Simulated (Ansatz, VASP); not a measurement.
Pd: VASP beside Ansatz

Contents of INCAR:

```
  PREC = Accurate
  ENCUT = 520
  EDIFF = 1E-6
  ISMEAR = 0
  SIGMA = 0.15
  LREAL = False
  LASPH = True
  NELM = 100
  ALGO = Normal
  ISIF = 2
  LWAVE = False
  LCHARG = False
  GGA = PE
  NBANDS = 11
```

The input KPOINTS:

```
Automatic mesh
0
Gamma
  20 20 20
```

Contents of POSCAR:

```
Pd
1.0
    0.0000000000      1.9449000000      1.8573795000
    1.9449000000      0.0000000000      1.8573795000
    1.9449000000      1.9449000000      0.0000000000
Pd
1
Direct
    0.0000000000      0.0000000000      0.0000000000
```

Input for Ansatz:

```yaml
crystal:
  lattice:
    - [0.0, 1.9449, 1.8573795]
    - [1.9449, 0.0, 1.8573795]
    - [1.9449, 1.9449, 0.0]
  atoms:
    - { symbol: Pd, position: [0.0, 0.0, 0.0] }
basis:
  ecutwfc: 420
kpoints:
  mp_grid: { grid: [20, 20, 20] }
hamiltonian:
  xc: pbe
scf:
  occupations: { method: gaussian, width: 0.15 }
output:
  forces: true
  stress: true
  eigenvalues: true
```

Change from the starting cell: strain -0.0450 x Voigt [0, 0, 1, 0, 0, 0], atoms carried along.

Alike in both runs: task single point; functional PBE; k mesh 20 × 20 × 20; occupations gaussian, width 0.15 eV; no spin polarisation.

```csv
,VASP,Ansatz
version,VASP 6.6.1,Ansatz 0.2.0
potentials or method,"VASP PAW PBE potentials, release 64 (Pd), cutoff 520 eV","scalar-relativistic, plane waves, PAW"
valence electrons in the cell,10,18
```

|  | VASP | Ansatz | Ansatz less VASP |
| --- | --- | --- | --- |
| gap on the k mesh at the Fermi level (eV) | none | none | - |
| pressure (GPa) | 18.2 | 18.7 | +0.44 |
| traceless stress, the component that is largest in VASP (GPa) | 1.63 | 1.66 | +0.026 |

A gap of «none» marks a metal or a gap that the smearing closes. With one functional, cell and mesh, what is left measures potentials, basis and numerics. VASP's potentials hold 10 valence electrons a cell and Ansatz's 18, so a difference there can come from the potentials and not from the codes.
